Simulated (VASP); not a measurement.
# TeMo5 (P6/mmm) in VASP: a series of runs

Runs on TeMo5. Level: PBE. Tasks: single point, relaxation of cell and atoms.

All numbers are computed with VASP 6.6.1; they aren't measurements. Logs are shortened: lines on timing, memory, paths and dates and some standing lists are left out, and cuts for length are marked.

## Step 1: The cell of the first run

It takes space group P6/mmm (No. 191, hexagonal). Conventional cell: a = 5.134 Å, b = 5.134 Å, c = 4.777 Å, α = 90.00°, β = 90.00°, γ = 120.00°. Within 3.9 Å of Te (site symmetry 6/mmm) lie 18 Mo at 2.96 to 3.51 Å. Within 3.4 Å of Mo (site symmetry mmm) lie 8 Mo at 2.57 to 2.81 Å. Within 3.7 Å of Mo (site symmetry -6m2) lie 9 Mo at 2.81 to 2.96 Å and 3 Te at 2.96 Å.

## Step 2: Single point, PBE

Input file INCAR:

```
PREC = Accurate
ENCUT = 520
EDIFF = 1E-6
ISMEAR = 0
SIGMA = 0.1
LREAL = False
LASPH = True
NELM = 60
ALGO = Fast
ISIF = 2
LWAVE = False
LCHARG = False
GGA = PE
NBANDS = 47
```

Input file KPOINTS:

```
Automatic mesh
0
Gamma
  6 6 4
```

Input file POSCAR:

```
TeMo5
1.0
    5.1341074860      0.0000000000      0.0000000000
   -2.5670537430      4.4462675087      0.0000000000
    0.0000000000      0.0000000000      4.7765894477
Te Mo
1 5
Direct
    0.0000000000      0.0000000000      0.0000000000
    0.5000000000      0.0000000000      0.5000000000
    0.5000000000      0.5000000000      0.5000000000
    0.0000000000      0.5000000000      0.5000000000
    0.3333333333      0.6666666667      0.0000000000
    0.6666666667      0.3333333333      0.0000000000
```

Potentials or basis: VASP PAW PBE potentials, release 64 (Te, Mo_sv).

The run is started by

```
$ cat potpaw_PBE.64/Te/POTCAR potpaw_PBE.64/Mo_sv/POTCAR > POTCAR
$ mpirun -np 1 vasp_std > vasp.out
```

OUTCAR:

```text
PREC = Accurate
   ENCUT = 520
   EDIFF = 1E-6
   ISMEAR = 0
   LREAL = False
   LASPH = True
   NELM = 60
   ISIF = 2
   GGA = PE

 ion  position               nearest neighbor table
   1  0.000  0.000  0.000-   5 2.96   6 2.96   6 2.96   5 2.96   6 2.96   5 2.96   2 3.51   2 3.51
                             2 3.51   2 3.51   4 3.51   4 3.51   4 3.51   3 3.51   3 3.51   4 3.51
   2  0.500  0.000  0.500-   3 2.57   4 2.57   3 2.57   4 2.57   5 2.81   6 2.81   5 2.81   6 2.81
                             1 3.51   1 3.51   1 3.51   1 3.51
   3  0.500  0.500  0.500-   4 2.57   4 2.57   2 2.57   2 2.57   5 2.81   6 2.81   5 2.81   6 2.81
                             1 3.51   1 3.51   1 3.51   1 3.51
   4  0.000  0.500  0.500-   3 2.57   3 2.57   2 2.57   2 2.57   5 2.81   6 2.81   5 2.81   6 2.81
                             1 3.51   1 3.51   1 3.51   1 3.51
   5  0.333  0.667  0.000-   4 2.81   4 2.81   2 2.81   2 2.81   3 2.81   3 2.81   1 2.96   6 2.96
                             6 2.96   1 2.96   1 2.96   6 2.96
   6  0.667  0.333  0.000-   4 2.81   4 2.81   2 2.81   2 2.81   3 2.81   3 2.81   1 2.96   5 2.96
                             5 2.96   1 2.96   1 2.96   5 2.96

  LATTYP: Found a hexagonal cell.
 ALAT       =     5.1341074860
 C/A-ratio  =     0.9303641306

  Lattice vectors:

 A1 = (   5.1341074860,   0.0000000000,   0.0000000000)
 A2 = (  -2.5670537430,   4.4462675087,   0.0000000000)
 A3 = (   0.0000000000,   0.0000000000,   4.7765894477)

Analysis of symmetry for initial positions (statically):
=====================================================================
 Subroutine PRICEL returns:
 Original cell was already a primitive cell.

 Routine SETGRP: Setting up the symmetry group for a
 hexagonal supercell.

 Subroutine GETGRP returns: Found 24 space group operations
 (whereof 24 operations were pure point group operations)
 out of a pool of 24 trial point group operations.

The static configuration has the point symmetry D_6h.

Analysis of symmetry for dynamics (positions and initial velocities):
=====================================================================
 Subroutine PRICEL returns:
 Original cell was already a primitive cell.

 Routine SETGRP: Setting up the symmetry group for a
 hexagonal supercell.

 Subroutine GETGRP returns: Found 24 space group operations
 (whereof 24 operations were pure point group operations)
 out of a pool of 24 trial point group operations.

The dynamic configuration has the point symmetry D_6h.

 Subroutine INISYM returns: Found 24 space group operations
 (whereof 24 operations are pure point group operations),
 and found     1 'primitive' translations

----------------------------------------------------------------------------------------

                                     Primitive cell

  volume of cell :     109.0381

  direct lattice vectors                    reciprocal lattice vectors
     5.134107486  0.000000000  0.000000000     0.194775821  0.112453873  0.000000000
    -2.567053743  4.446267509  0.000000000     0.000000000  0.224907745  0.000000000
     0.000000000  0.000000000  4.776589448     0.000000000  0.000000000  0.209354396

  length of vectors
     5.134107486  5.134107486  4.776589448     0.224907745  0.224907745  0.209354396

  position of ions in fractional coordinates (direct lattice)
     0.000000000  0.000000000  0.000000000
     0.500000000  0.000000000  0.500000000
     0.500000000  0.500000000  0.500000000
     0.000000000  0.500000000  0.500000000
     0.333333333  0.666666667  0.000000000
     0.666666667  0.333333333  0.000000000

  ion indices of the primitive-cell ions
   primitive index   ion index
                 1           1
                 2           2
                 3           3
                 4           4
                 5           5
                 6           6

----------------------------------------------------------------------------------------

 KPOINTS: Automatic mesh

Automatic generation of k-mesh.
 Grid dimensions read from file:
 generate k-points for:    6    6    4

 Generating k-lattice:

  Cartesian coordinates                     Fractional coordinates (reciprocal lattice)
     0.032462637  0.018742312  0.000000000     0.166666667 -0.000000000  0.000000000
     0.000000000  0.037484624  0.000000000     0.000000000  0.166666667  0.000000000
     0.000000000  0.000000000  0.052338599     0.000000000  0.000000000  0.250000000

  Length of vectors
     0.037484624  0.037484624  0.052338599

  Shift w.r.t. Gamma in fractional coordinates (k-lattice)
     0.000000000  0.000000000  0.000000000

 Subroutine IBZKPT returns following result:
 ===========================================

 Found     21 irreducible k-points:

 Following reciprocal coordinates:
            Coordinates               Weight
  0.000000  0.000000  0.000000      1.000000
  0.166667 -0.000000  0.000000      6.000000
  0.333333 -0.000000  0.000000      6.000000
  0.500000 -0.000000  0.000000      3.000000
  0.166667  0.166667  0.000000      6.000000
  0.333333  0.166667  0.000000     12.000000
[... 13 lines left out ...]
  0.333333  0.166667  0.500000     12.000000
  0.333333  0.333333  0.500000      2.000000
   k-points           NKPTS =     21   k-points in BZ     NKDIM =     21   number of bands    NBANDS=     47
   number of dos      NEDOS =    301   number of ions     NIONS =      6
   total plane-waves  NPLWV =  57600
   dimension x,y,z NGX =    40 NGY =   40 NGZ =   36
   dimension x,y,z NGXF=    80 NGYF=   80 NGZF=   72
   ions per type =               1   5
   NGX,Y,Z   is equivalent  to a cutoff of  12.95, 12.95, 12.53 a.u.
   NGXF,Y,Z  is equivalent  to a cutoff of  25.90, 25.90, 25.06 a.u.
 SYSTEM =  unknown system
   PREC   = accura    normal or accurate (medium, high low for compatibility)
   ISTART =      0    job   : 0-new  1-cont  2-samecut
   ICHARG =      2    charge: 1-file 2-atom 10-const
   ISPIN  =      1    spin polarized calculation?
   LNONCOLLINEAR =      F non collinear calculations
   LSORBIT =      F    spin-orbit coupling
   LASPH  =      T    aspherical Exc in radial PAW
   ENCUT  =  520.0 eV  38.22 Ry    6.18 a.u.   9.55  9.55  8.88*2*pi/ulx,y,z
   NELM   =     60;   NELMIN=  2; NELMDL= -5     # of ELM steps
   EDIFF  = 0.1E-05   stopping-criterion for ELM
   LREAL  =      F    real-space projection
   EDIFFG = 0.1E-04   stopping-criterion for IOM
   NSW    =      0    number of steps for IOM
   IBRION =     -1    ionic relax: 0-MD 1-quasi-New 2-CG
   NFREE  =      0    steps in history (QN), initial steepest desc. (CG)
   ISIF   =      2    stress and relaxation
   ISYM   =      2    0-nonsym 1-usesym 2-fastsym
   POTIM  = 0.5000    time-step for ionic-motion
   TEBEG  =    0.0;   TEEND  =   0.0 temperature during run
   PSTRESS=    0.0 pullay stress
   NELECT =      76.0000    total number of electrons
   NUPDOWN=      -1.0000    fix difference up-down
   EMIN   =  10.00;   EMAX   =-10.00  energy-range for DOS
   EFERMI =   0.00;   METHOD = LEGACY
   ISMEAR =     0;   SIGMA  =   0.10  broadening in eV -4-tet -1-fermi 0-gaus
   EFERMI_NEDOS =   21; number of points for ismear=-14 and -15
   IALGO  =     68    algorithm
   IMIX   =      4    mixing-type and parameters
     AMIX     =   0.40;   BMIX     =  1.00
     AMIX_MAG =   1.60;   BMIX_MAG =  1.00
  volume/ion in A,a.u.               =      18.17       122.64
  Fermi-wavevector in a.u.,A,eV,Ry     =   1.451509  2.742955 28.665839  2.106880
  Thomas-Fermi vector in A             =   2.568998
   LORBIT       =      0    0 simple, 1 ext, 2 COOP (PROOUT), +10 PAW based schemes
   GGA     = PE    functional components
   LHFCALC =     F    Hartree Fock is set to
   AEXX    =    0.0000 exact exchange contribution
   IVDW    =     0    specifies the selected vdW correction
   LEPSILON=     F    determine dielectric tensor
   LRPA    =     F    only Hartree local field effects (RPA)
 non-spin polarized calculation
 RMM-DIIS sequential band-by-band and
 Gauss-broadening in eV      SIGMA  =   0.10
  energy-cutoff  :      520.00
  volume of cell :      109.04
 maximum number of plane-waves:      2958
 NGX is ok and might be reduce to    40
   NGX = 19   NGY = 19   NGZ = 17

 number of electron      76.0000011 magnetization

 Free energy of the ion-electron system (eV)
  ---------------------------------------------------
  ext. energy  EPLUGINS =         0.00000000
  ---------------------------------------------------
  free energy    TOTEN  =       -54.01955010 eV

  energy without entropy =      -53.98933184  energy(sigma->0) =      -54.00444097

 E-fermi :  11.1139     XC(G=0): -12.3603

 val. band max:       11.1087905748   @ k =   0.1667  -0.0000   0.2500
 cond. band min:      11.1280826454   @ k =   0.1667  -0.0000   0.0000
 fundamental gap:      0.0192920706
 Fermi energy:        11.1138676777

 k-point     1 :       0.0000    0.0000    0.0000
  band No.  band energies     occupation
      1     -49.9088      2.00000
      2     -49.7199      2.00000
      3     -49.7057      2.00000
      4     -49.4962      2.00000
      5     -49.4962      2.00000
      6     -25.0256      2.00000
[... 39 lines left out ...]
     46      14.2882      0.00000
     47      14.7148      0.00000

 k-point     2 :       0.1667   -0.0000    0.0000
  band No.  band energies     occupation
      1     -49.8931      2.00000
      2     -49.7266      2.00000
      3     -49.6985      2.00000
      4     -49.5137      2.00000
      5     -49.4964      2.00000
      6     -24.9279      2.00000
[... 39 lines left out ...]
     46      13.7737      0.00000
     47      13.9446      0.00000

 k-point     3 :       0.3333   -0.0000    0.0000
  band No.  band energies     occupation
      1     -49.8546      2.00000
      2     -49.7457      2.00000
      3     -49.6776      2.00000
      4     -49.5567      2.00000
      5     -49.4966      2.00000
      6     -24.7105      2.00000
[... 39 lines left out ...]
     46      12.8190      0.00000
     47      12.9640      0.00000

 k-point     4 :       0.5000   -0.0000    0.0000
  band No.  band energies     occupation
      1     -49.8262      2.00000
      2     -49.7635      2.00000
      3     -49.6579      2.00000
      4     -49.5883      2.00000
      5     -49.4967      2.00000
      6     -24.6043      2.00000
[... 789 lines left out ...]
     46      13.3666      0.00000
     47      13.4547      0.00000

 k-point    20 :       0.3333    0.1667    0.5000
  band No.  band energies     occupation
      1     -49.7635      2.00000
      2     -49.7416      2.00000
      3     -49.7219      2.00000
      4     -49.6105      2.00000
      5     -49.4967      2.00000
      6     -24.6565      2.00000
[... 39 lines left out ...]
     46      13.3853      0.00000
     47      13.5106      0.00000

 k-point    21 :       0.3333    0.3333    0.5000
  band No.  band energies     occupation
      1     -49.7526      2.00000
      2     -49.7526      2.00000
      3     -49.6664      2.00000
      4     -49.6664      2.00000
      5     -49.4969      2.00000
      6     -24.3910      2.00000
[... 39 lines left out ...]
     46      13.6229      0.00000
     47      13.9574      0.00000

------------------------ aborting loop because EDIFF is reached ----------------------------------------

  FORCE on cell =-STRESS in cart. coord.  units (eV):
  Direction    XX          YY          ZZ          XY          YZ          ZX
  --------------------------------------------------------------------------------------
  -------------------------------------------------------------------------------------
  Total        0.2460227      0.2460227      0.3340581      0.0000000      0.0000000      0.0000000
  in kB        3.6149911      3.6149911      4.9085610      0.0000000      0.0000000      0.0000000
  external PRESSURE =       4.0461810 kB  Pullay stress =       0.0000000 kB

 VOLUME and BASIS-vectors are now :
 -----------------------------------------------------------------------------
  energy-cutoff  :      520.00
  volume of cell :      109.04
      direct lattice vectors                 reciprocal lattice vectors
     5.134107486  0.000000000  0.000000000     0.194775821  0.112453873  0.000000000
    -2.567053743  4.446267509  0.000000000     0.000000000  0.224907745  0.000000000
     0.000000000  0.000000000  4.776589448     0.000000000  0.000000000  0.209354396

 POSITION                                       TOTAL-FORCE (eV/Angst)
 -----------------------------------------------------------------------------------
      0.00000      0.00000      0.00000         0.000000      0.000000      0.000000
      2.56705      0.00000      2.38829         0.000000      0.000000      0.000000
      1.28353      2.22313      2.38829         0.000000      0.000000      0.000000
     -1.28353      2.22313      2.38829         0.000000      0.000000      0.000000
     -0.00000      2.96418      0.00000        -0.000000      0.000000      0.000000
      2.56705      1.48209      0.00000         0.000000     -0.000000     -0.000000
 -----------------------------------------------------------------------------------
    total drift:                               -0.000000     -0.000000     -0.000000

  FREE ENERGIE OF THE ION-ELECTRON SYSTEM (eV)
  ---------------------------------------------------
  free  energy   TOTEN  =       -54.0195500984 eV

  energy  without entropy=      -53.9893318427  energy(sigma->0) =      -54.00444097
```

Wall time 72 s (1 thread of Intel Xeon 6975P-C (Granite Rapids), shared host); peak memory 0.27 GiB.

Results:

```
Free energy            : -54.0196 eV
Pressure               : 0.4 GPa
Band gap on the k mesh : zero (band 38 reaches 12.09 eV, above the bottom of band 39 at 10.62 eV)
```

Levels at points of the mesh, in eV from the Fermi level:
```tsv
k point	band 34	band 35	band 36	band 37	band 38	band 39	band 40	band 41	band 42	band 43
(0.00, 0.00, 0.00)	-2.29	-1.49	-1.49	-0.82	-0.38	1.28	1.28	1.55	1.55	2.00
(0.50, 0.00, 0.00)	-0.94	-0.92	-0.69	-0.56	-0.36	0.19	0.31	0.38	0.76	0.83
(0.00, 0.00, 0.50)	-1.09	-1.02	-0.50	-0.50	-0.49	-0.49	1.89	2.20	2.25	2.25
(0.50, 0.00, 0.50)	-1.19	-0.89	-0.87	-0.77	-0.69	-0.46	0.57	0.81	1.11	1.31
```

Caveat: spin-orbit coupling is left out, which moves the levels of the heavy elements.

(Continued in part 2 of 2.)
